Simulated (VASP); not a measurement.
**BeTe: single point with PBE**

Crystal: BeTe.

```
Be Te
1.0
     0.00000    2.77205    2.77205
     2.77205    0.00000    2.77205
     2.77205    2.77205    0.00000
Be Te
1 1
Direct
  0.00000 0.00000 0.00000
  0.25000 0.25000 0.25000
```

This cell differs from its parent crystal: strain -2.0%.

```
Program             : VASP 6.6.1
Task                : single point
Functional          : PBE
Potentials or basis : VASP PAW PBE potentials, release 64 (Be, Te)
Cutoff              : 520 eV
k mesh              : 4 × 4 × 4
Occupations         : gaussian, width 0.01 eV
Spin                : no spin polarisation
```

```json
{
  "Pressure": "4.8 GPa",
  "Band gap on the k mesh": "1.84 eV (least direct gap 3.55 eV)"
}
```

Levels at points of the mesh, in eV from the valence-band top:
```
           k point  band 1  band 2  band 3  band 4  band 5  band 6  band 7  band 8
(0.00, 0.00, 0.00)  -12.62    0.00    0.00    0.00    3.55    3.55    3.55    4.17
(0.50, 0.00, 0.00)  -11.15   -5.86   -1.22   -1.22    3.20    4.55    4.55    7.79
(0.50, 0.50, 0.00)  -10.61   -5.38   -2.83   -2.83    1.84    2.59   10.00   10.00
```

Wall time 3.7 s on 1 thread of Intel(R) Xeon(R) 6975P-C (Granite Rapids), on a shared host, peak memory 0.16 GiB.

Caveat: the k points lie up to 0.49 Å⁻¹ apart; the cell differs from its parent crystal (strain -2.0%); spin-orbit coupling is left out, which moves the levels of the heavy elements. A k mesh can miss the band edges.
